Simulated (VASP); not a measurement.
# MgO (Fm-3m) in VASP: notebook

Runs on MgO. Level: r2SCAN. Tasks: single point.

Program: VASP 6.6.1. These are calculated values, not measurements. Logs are shortened: lines on timing, memory, paths and dates and some standing lists are left out, and cuts for length are marked.

**What was measured.**

From “Electronic structure of alkaline earth and post-transition metal oxides”, 2009, arxiv:0908.1581, for a bulk crystal of MgO: band gap 7.83 eV.

The results are compared with them further down.

## Step 1: The cell of the first run

The structure is cubic, space group Fm-3m (No. 225). Conventional cell: a = 4.204 Å, b = 4.204 Å, c = 4.204 Å, α = 90.00°, β = 90.00°, γ = 90.00°. Within 2.8 Å of Mg (site symmetry m-3m) lie 6 O at 2.10 Å. O (site symmetry m-3m) has 6 Mg at 2.10 Å within 2.8 Å.

## Step 2: Single point, r2SCAN

Contents of POSCAR:

```
MgO
1.0
    0.0000000000      2.1021680266      2.1021680266
    2.1021680266      0.0000000000      2.1021680266
    2.1021680266      2.1021680266      0.0000000000
Mg O
1 1
Direct
    0.0000000000      0.0000000000      0.0000000000
    0.5000000000      0.5000000000      0.5000000000
```

Contents of INCAR.step1:

```
PREC = Accurate
ENCUT = 750
ISMEAR = 0
SIGMA = 0.01
LREAL = False
LASPH = True
NELM = 120
NBANDS = 15
GGA = PE
ALGO = Normal
EDIFF = 1E-5
LWAVE = True
LCHARG = False
GGA_COMPAT = False
```

Contents of INCAR.step2:

```
PREC = Accurate
ENCUT = 750
EDIFF = 1E-6
ISMEAR = 0
SIGMA = 0.01
LREAL = False
LASPH = True
NELM = 120
ALGO = Normal
ISIF = 2
LWAVE = False
LCHARG = False
METAGGA = R2SCAN
LMIXTAU = True
NBANDS = 15
ISTART = 1
GGA_COMPAT = False
```

Contents of KPOINTS:

```
Automatic mesh
0
Gamma
  8 8 8
```

Potentials or basis: VASP PAW PBE potentials, release 64 (Mg_sv, O).

The run is started by

```sh
$ cat potpaw_PBE.64/Mg_sv/POTCAR potpaw_PBE.64/O/POTCAR > POTCAR
$ cp INCAR.step1 INCAR
$ mpirun -np 1 vasp_std > vasp.out
$ cp INCAR.step2 INCAR
$ mpirun -np 1 vasp_std > vasp.out
```

OUTCAR:

```text
PREC = Accurate
   ENCUT = 750
   EDIFF = 1E-6
   ISMEAR = 0
   LREAL = False
   LASPH = True
   NELM = 120
   ISIF = 2
   METAGGA = R2SCAN
   ISTART = 1

 ion  position               nearest neighbor table
   1  0.000  0.000  0.000-   2 2.10   2 2.10   2 2.10   2 2.10   2 2.10   2 2.10
   2  0.500  0.500  0.500-   1 2.10   1 2.10   1 2.10   1 2.10   1 2.10   1 2.10

  LATTYP: Found a face centered cubic cell.
 ALAT       =     4.2043360532

  Lattice vectors:

 A1 = (   0.0000000000,   2.1021680266,   2.1021680266)
 A2 = (   2.1021680266,   0.0000000000,   2.1021680266)
 A3 = (   2.1021680266,   2.1021680266,   0.0000000000)

Analysis of symmetry for initial positions (statically):
=====================================================================
 Subroutine PRICEL returns:
 Original cell was already a primitive cell.

 Routine SETGRP: Setting up the symmetry group for a
 face centered cubic supercell.

 Subroutine GETGRP returns: Found 48 space group operations
 (whereof 48 operations were pure point group operations)
 out of a pool of 48 trial point group operations.

The static configuration has the point symmetry O_h .

Analysis of symmetry for dynamics (positions and initial velocities):
=====================================================================
 Subroutine PRICEL returns:
 Original cell was already a primitive cell.

 Routine SETGRP: Setting up the symmetry group for a
 face centered cubic supercell.

 Subroutine GETGRP returns: Found 48 space group operations
 (whereof 48 operations were pure point group operations)
 out of a pool of 48 trial point group operations.

The dynamic configuration has the point symmetry O_h .

 Subroutine INISYM returns: Found 48 space group operations
 (whereof 48 operations are pure point group operations),
 and found     1 'primitive' translations

----------------------------------------------------------------------------------------

                                     Primitive cell

  volume of cell :      18.5794

  direct lattice vectors                    reciprocal lattice vectors
     0.000000000  2.102168027  2.102168027    -0.237849684  0.237849684  0.237849684
     2.102168027  0.000000000  2.102168027     0.237849684 -0.237849684  0.237849684
     2.102168027  2.102168027  0.000000000     0.237849684  0.237849684 -0.237849684

  length of vectors
     2.972914534  2.972914534  2.972914534     0.411967737  0.411967737  0.411967737

  position of ions in fractional coordinates (direct lattice)
     0.000000000  0.000000000  0.000000000
     0.500000000  0.500000000  0.500000000

  ion indices of the primitive-cell ions
   primitive index   ion index
                 1           1
                 2           2

----------------------------------------------------------------------------------------

 KPOINTS: Automatic mesh

Automatic generation of k-mesh.
 Grid dimensions read from file:
 generate k-points for:    8    8    8

 Generating k-lattice:

  Cartesian coordinates                     Fractional coordinates (reciprocal lattice)
    -0.029731210  0.029731210  0.029731210     0.125000000  0.000000000  0.000000000
     0.029731210 -0.029731210  0.029731210     0.000000000  0.125000000  0.000000000
     0.029731210  0.029731210 -0.029731210     0.000000000  0.000000000  0.125000000

  Length of vectors
     0.051495967  0.051495967  0.051495967

  Shift w.r.t. Gamma in fractional coordinates (k-lattice)
     0.000000000  0.000000000  0.000000000

 Subroutine IBZKPT returns following result:
 ===========================================

 Found     29 irreducible k-points:

 Following reciprocal coordinates:
            Coordinates               Weight
  0.000000  0.000000  0.000000      1.000000
  0.125000  0.000000  0.000000      8.000000
  0.250000  0.000000  0.000000      8.000000
  0.375000  0.000000  0.000000      8.000000
  0.500000  0.000000  0.000000      4.000000
  0.125000  0.125000  0.000000      6.000000
[... 16 lines left out ...]
  0.500000  0.250000  0.125000     48.000000
 -0.375000  0.250000  0.125000     24.000000
 [... further k-points ...]
   k-points           NKPTS =     29   k-points in BZ     NKDIM =     29   number of bands    NBANDS=     15
   number of dos      NEDOS =    301   number of ions     NIONS =      2
   total plane-waves  NPLWV =  21952
   dimension x,y,z NGX =    28 NGY =   28 NGZ =   28
   dimension x,y,z NGXF=    56 NGYF=   56 NGZF=   56
   ions per type =               1   1
   NGX,Y,Z   is equivalent  to a cutoff of  15.66, 15.66, 15.66 a.u.
   NGXF,Y,Z  is equivalent  to a cutoff of  31.32, 31.32, 31.32 a.u.
 SYSTEM =  unknown system
   PREC   = accura    normal or accurate (medium, high low for compatibility)
   ISTART =      1    job   : 0-new  1-cont  2-samecut
   ICHARG =      0    charge: 1-file 2-atom 10-const
   ISPIN  =      1    spin polarized calculation?
   LNONCOLLINEAR =      F non collinear calculations
   LSORBIT =      F    spin-orbit coupling
   LASPH  =      T    aspherical Exc in radial PAW
   ENCUT  =  750.0 eV  55.12 Ry    7.42 a.u.   6.64  6.64  6.64*2*pi/ulx,y,z
   NELM   =    120;   NELMIN=  2; NELMDL=  0     # of ELM steps
   EDIFF  = 0.1E-05   stopping-criterion for ELM
   LREAL  =      F    real-space projection
   EDIFFG = 0.1E-04   stopping-criterion for IOM
   NSW    =      0    number of steps for IOM
   IBRION =     -1    ionic relax: 0-MD 1-quasi-New 2-CG
   NFREE  =      0    steps in history (QN), initial steepest desc. (CG)
   ISIF   =      2    stress and relaxation
   ISYM   =      2    0-nonsym 1-usesym 2-fastsym
   POTIM  = 0.5000    time-step for ionic-motion
   TEBEG  =    0.0;   TEEND  =   0.0 temperature during run
   PSTRESS=    0.0 pullay stress
   NELECT =      16.0000    total number of electrons
   NUPDOWN=      -1.0000    fix difference up-down
   EMIN   =  10.00;   EMAX   =-10.00  energy-range for DOS
   EFERMI =   0.00;   METHOD = LEGACY
   ISMEAR =     0;   SIGMA  =   0.01  broadening in eV -4-tet -1-fermi 0-gaus
   EFERMI_NEDOS =   21; number of points for ismear=-14 and -15
   IALGO  =     38    algorithm
   IMIX   =      4    mixing-type and parameters
     AMIX     =   0.40;   BMIX     =  1.00
     AMIX_MAG =   1.60;   BMIX_MAG =  1.00
  volume/ion in A,a.u.               =       9.29        62.69
  Fermi-wavevector in a.u.,A,eV,Ry     =   1.557534  2.943312 33.006518  2.425911
  Thomas-Fermi vector in A             =   2.661170
   LORBIT       =      0    0 simple, 1 ext, 2 COOP (PROOUT), +10 PAW based schemes
   METAGGA = R2SCAN    functional components
   LHFCALC =     F    Hartree Fock is set to
   AEXX    =    0.0000 exact exchange contribution
   IVDW    =     0    specifies the selected vdW correction
   LEPSILON=     F    determine dielectric tensor
   LRPA    =     F    only Hartree local field effects (RPA)
 non-spin polarized calculation
 Gauss-broadening in eV      SIGMA  =   0.01
  energy-cutoff  :      750.00
  volume of cell :       18.58
 maximum number of plane-waves:       893
   NGX = 13   NGY = 13   NGZ = 13

 number of electron      15.9999994 magnetization

 Free energy of the ion-electron system (eV)
  ---------------------------------------------------
  ext. energy  EPLUGINS =         0.00000000
  ---------------------------------------------------
  free energy    TOTEN  =       -16.16273156 eV

  energy without entropy =      -16.16273156  energy(sigma->0) =      -16.16273156

 E-fermi :   2.6530     XC(G=0): -12.0711

 val. band max:        2.5456777663   @ k =   0.0000   0.0000   0.0000
 cond. band min:       8.2492773198   @ k =   0.0000   0.0000   0.0000
 fundamental gap:      5.7035995535
 Fermi energy:         2.6529689040

 k-point     1 :       0.0000    0.0000    0.0000
  band No.  band energies     occupation
      1     -72.4053      2.00000
      2     -37.4963      2.00000
      3     -37.4963      2.00000
      4     -37.4963      2.00000
      5     -15.6691      2.00000
      6       2.5457      2.00000
      7       2.5457      2.00000
      8       2.5457      2.00000
      9       8.2493      0.00000
     10      19.4396      0.00000
     11      19.4396      0.00000
     12      19.4396      0.00000
     13      23.5625      0.00000
     14      25.3994      0.00000
     15      25.3994      0.00000

 k-point     2 :       0.1250    0.0000    0.0000
  band No.  band energies     occupation
      1     -72.4040      2.00000
      2     -37.5092      2.00000
      3     -37.4975      2.00000
      4     -37.4975      2.00000
      5     -15.5029      2.00000
      6       1.6215      2.00000
      7       2.4386      2.00000
      8       2.4386      2.00000
      9       9.1470      0.00000
     10      17.7589      0.00000
     11      19.8237      0.00000
     12      19.8237      0.00000
     13      24.4805      0.00000
     14      24.4805      0.00000
     15      25.8529      0.00000

 k-point     3 :       0.2500    0.0000    0.0000
  band No.  band energies     occupation
      1     -72.4011      2.00000
      2     -37.5398      2.00000
      3     -37.5004      2.00000
      4     -37.5004      2.00000
      5     -15.0738      2.00000
      6      -0.0913      2.00000
      7       2.1912      2.00000
      8       2.1912      2.00000
      9      10.6209      0.00000
     10      16.2376      0.00000
     11      20.3932      0.00000
     12      20.3932      0.00000
     13      24.0888      0.00000
     14      24.0888      0.00000
     15      26.2568      0.00000

 k-point     4 :       0.3750    0.0000    0.0000
  band No.  band energies     occupation
      1     -72.3980      2.00000
      2     -37.5702      2.00000
      3     -37.5031      2.00000
      4     -37.5031      2.00000
      5     -14.5957      2.00000
      6      -1.5191      2.00000
      7       1.9581      2.00000
      8       1.9581      2.00000
      9      11.3299      0.00000
     10      16.1536      0.00000
     11      20.2735      0.00000
     12      20.2735      0.00000
     13      25.4666      0.00000
     14      25.4759      0.00000
     15      25.4759      0.00000
[... 307 lines left out ...]
 k-point    22 :       0.3750    0.2500    0.1250
  band No.  band energies     occupation
      1     -72.3987      2.00000
      2     -37.5453      2.00000
      3     -37.5154      2.00000
      4     -37.5048      2.00000
      5     -14.7769      2.00000
      6      -0.4582      2.00000
      7       1.3854      2.00000
      8       1.9129      2.00000
      9      12.0833      0.00000
     10      15.0632      0.00000
     11      18.9575      0.00000
     12      21.4704      0.00000
     13      21.9275      0.00000
     14      26.4794      0.00000
     15      30.1419      0.00000

 k-point    23 :       0.5000    0.2500    0.1250
  band No.  band energies     occupation
      1     -72.3964      2.00000
      2     -37.5616      2.00000
      3     -37.5233      2.00000
      4     -37.5089      2.00000
      5     -14.4085      2.00000
      6      -1.1596      2.00000
      7       0.8095      2.00000
      8       1.6553      2.00000
      9      13.0880      0.00000
     10      15.3151      0.00000
     11      17.7893      0.00000
     12      21.0692      0.00000
     13      23.5952      0.00000
     14      26.4783      0.00000
     15      30.3363      0.00000

 k-point    24 :      -0.3750    0.2500    0.1250
  band No.  band energies     occupation
      1     -72.3955      2.00000
      2     -37.5687      2.00000
      3     -37.5252      2.00000
      4     -37.5116      2.00000
      5     -14.2461      2.00000
      6      -1.4558      2.00000
      7       0.6011      2.00000
      8       1.5341      2.00000
      9      13.2372      0.00000
     10      15.9608      0.00000
     11      17.3486      0.00000
     12      20.8100      0.00000
     13      24.4328      0.00000
     14      26.1888      0.00000
     15      30.4716      0.00000

 [... further k-points ...]

------------------------ aborting loop because EDIFF is reached ----------------------------------------

  FORCE on cell =-STRESS in cart. coord.  units (eV):
  Direction    XX          YY          ZZ          XY          YZ          ZX
  --------------------------------------------------------------------------------------
  -------------------------------------------------------------------------------------
  Total       -0.0015599     -0.0015599     -0.0015599     -0.0000000     -0.0000000      0.0000000
  in kB       -0.1345157     -0.1345157     -0.1345157     -0.0000000     -0.0000000      0.0000000
  external PRESSURE =      -0.1345157 kB  Pullay stress =       0.0000000 kB

 VOLUME and BASIS-vectors are now :
 -----------------------------------------------------------------------------
  energy-cutoff  :      750.00
  volume of cell :       18.58
      direct lattice vectors                 reciprocal lattice vectors
     0.000000000  2.102168027  2.102168027    -0.237849684  0.237849684  0.237849684
     2.102168027  0.000000000  2.102168027     0.237849684 -0.237849684  0.237849684
     2.102168027  2.102168027  0.000000000     0.237849684  0.237849684 -0.237849684

 POSITION                                       TOTAL-FORCE (eV/Angst)
 -----------------------------------------------------------------------------------
      0.00000      0.00000      0.00000        -0.000000      0.000000     -0.000000
      2.10217      2.10217      2.10217         0.000000     -0.000000      0.000000
 -----------------------------------------------------------------------------------
    total drift:                                0.000000      0.000000      0.000000

  FREE ENERGIE OF THE ION-ELECTRON SYSTEM (eV)
  ---------------------------------------------------
  free  energy   TOTEN  =       -16.1627315583 eV

  energy  without entropy=      -16.1627315583  energy(sigma->0) =      -16.16273156
```

It took 40 s on 1 thread of Intel Xeon Platinum 8488C (Sapphire Rapids), shared host; peak memory 0.16 GiB.

What came out:

```
Free energy            : -16.1627 eV
Pressure               : 0.0 GPa
Band gap on the k mesh : 5.70 eV
```

Caveat: the PAW data sets were made with another functional, which shifts forces and pressure a little.

## Step 3: Single point, r2SCAN (9.01 Å³/atom)

This run uses another cell than the first one, of 9.01 Å³/atom.

Contents of POSCAR:

```
MgO
1.0
    0.0000000000      2.0809325543      2.0809325543
    2.0809325543      0.0000000000      2.0809325543
    2.0809325543      2.0809325543      0.0000000000
Mg O
1 1
Direct
    0.0000000000      0.0000000000      0.0000000000
    0.5000000000      0.5000000000      0.5000000000
```

Contents of INCAR.step1:

```
ALGO = Normal ; EDIFF = 1E-5
ENCUT = 750 ; GGA = PE
GGA_COMPAT = False ; ISMEAR = 0
LASPH = True ; LCHARG = False
LREAL = False ; LWAVE = True
NBANDS = 15 ; NELM = 120
PREC = Accurate ; SIGMA = 0.01
```

Contents of INCAR.step2:

```
ALGO = Normal ; EDIFF = 1E-6
ENCUT = 750 ; GGA_COMPAT = False
ISIF = 2 ; ISMEAR = 0
ISTART = 1 ; LASPH = True
LCHARG = False ; LMIXTAU = True
LREAL = False ; LWAVE = False
METAGGA = R2SCAN ; NBANDS = 15
NELM = 120 ; PREC = Accurate
SIGMA = 0.01
```

Contents of KPOINTS:

```
k-points
0
Gamma
  8 8 8
```

Potentials or basis: VASP PAW PBE potentials, release 64 (Mg_sv, O).

The run is started by

```sh
$ cat potpaw_PBE.64/Mg_sv/POTCAR potpaw_PBE.64/O/POTCAR > POTCAR
$ cp INCAR.step1 INCAR
$ mpirun -np 1 vasp_std > vasp.out
$ cp INCAR.step2 INCAR
$ mpirun -np 1 vasp_std > vasp.out
```

Wall time 77 s (1 thread of Intel Xeon Platinum 8259CL at 2.50GHz (Skylake/Cascade Lake), shared host); peak memory 0.16 GiB.

It converged, with:

| Property | Result |
| --- | --- |
| Free energy | -16.1504 eV |
| Pressure | 5.1 GPa |
| Band gap on the k mesh | 6.02 eV |

Levels at points of the mesh, in eV from the valence-band top:
```
           k point  band 4  band 5  band 6  band 7  band 8  band 9  band 10  band 11  band 12  band 13
(0.00, 0.00, 0.00)  -39.93  -18.37    0.00    0.00    0.00    6.02    17.07    17.07    17.07    21.29
(0.50, 0.00, 0.00)  -39.94  -17.00   -4.76   -0.72   -0.72    9.07    14.28    17.89    17.89    23.09
(0.50, 0.50, 0.00)  -39.96  -16.79   -4.22   -1.42   -1.42   10.09    11.57    14.72    21.04    21.04
```

Caveat: the cell stands under pressure; the PAW data sets were made with another functional, which shifts forces and pressure a little.

## Step 4: Comparison with measurements

Step 2. Against the measured gap of MgO, 7.83 eV (quoted in “Electronic structure of alkaline earth and post-transition metal oxides”, 2009, arxiv:0908.1581), the calculated 5.70 eV is off by -2.13 eV. The value is that of r2SCAN, without temperature or zero-point motion.
